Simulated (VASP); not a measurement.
Mg:

```
Mg
1.0
     5.08280    0.00000    0.00000
    -2.54140    4.40183    0.00000
     0.00000    0.00000    3.11576
Mg
3
Direct
  0.00000 0.00000 0.00000
  0.33333 0.66667 0.50000
  0.66667 0.33333 0.50000
```

This isn't the form of Mg at room conditions, which is hcp.

```yaml
Program: VASP 6.6.1
Task: relaxation of cell and atoms
Functional: BLYP
Potentials_or_basis: VASP PAW PBE potentials, release 64 (Mg)
Cutoff: 600 eV
k_mesh: 7 × 7 × 10
Occupations: fermi-dirac, width 0.1 eV
Spin: no spin polarisation
```

At the start: pressure 0.9 GPa; volume 23.24 Å³/atom.

**Question.** Where does the relaxation end?

**Answer.** Over 3 steps the energy falls by 2.0 meV/atom and the volume is 23.91 Å³/atom (+2.9 %); space group P6/mmm (No. 191, to 0.1 Å) before and after.

The path:
| step | energy change (eV) | largest force (eV/Å) | pressure (GPa) | volume (Å³) |
| --- | --- | --- | --- | --- |
| 1 | 0.0000 | 0.0000 | 0.90 | 69.71 |
| 2 | -0.0053 | 0.0000 | 0.31 | 71.04 |
| 3 | -0.0061 | 0.0000 | 0.02 | 71.73 |

Final structure:
```
CELL_PARAMETERS angstrom
5.13906 0.00000 0.00000
-2.56953 4.45056 0.00000
0.00000 0.00000 3.13635
ATOMIC_POSITIONS crystal
Mg 0.00000 0.00000 0.00000
Mg 0.33333 0.66667 0.50000
Mg 0.66667 0.33333 0.50000
```

Caveat: the PAW data sets were made with another functional, which shifts forces and pressure a little.
